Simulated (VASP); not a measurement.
A run of VASP 6.6.1:

The input INCAR:

```
SYSTEM = TePb
AGGAC    = 0.0          
ALDAC    = 0.0          
ALGO     = Normal         ! electronic algorithm
EDIFF    = 1E-7           ! SCF threshold, eV
ENCUT    = 520            ! plane-wave cutoff, eV
GGA      = PE             ! functional
ISIF     = 2              ! what is computed and relaxed
ISMEAR   = -1             ! smearing method
LASPH    = .True.         ! aspherical terms in the spheres
LCHARG   = .False.        ! write CHGCAR
LREAL    = .False.        ! projectors in reciprocal space
LWAVE    = .False.        ! write WAVECAR
NBANDS   = 17             ! bands
NELM     = 60             ! most SCF steps
PREC     = Accurate       ! precision mode
SIGMA    = 0.05           ! smearing width, eV
```

Contents of KPOINTS:

```
k-points
0
Gamma
  7 7 7
  0 0 0
```

File POSCAR:

```
TePb
1.0
    0.0000000000      3.2310000000      3.2310000000
    3.2310000000      0.0000000000      3.2310000000
    3.2310000000      3.2310000000      0.0000000000
Pb Te
1 1
Direct
    0.0000000000      0.0000000000      0.0000000000
    0.5000000000      0.5000000000      0.5000000000
```

Potentials or basis: VASP PAW PBE potentials, release 64 (Pb_d, Te).

The run is started by

```bash
$ cat potpaw_PBE.64/Pb_d/POTCAR potpaw_PBE.64/Te/POTCAR > POTCAR
$ mpirun -np 1 vasp_std > vasp.out
```

Hardware: 1 thread of Intel Xeon 6975P-C, with other jobs on the host.

Question: How long does it take, and how much memory?

Answer: Run time: 43 s on 1 thread of Intel Xeon 6975P-C, with other jobs on the host, peak memory 0.21 GiB. Counts: scf iterations 14, k points 20.
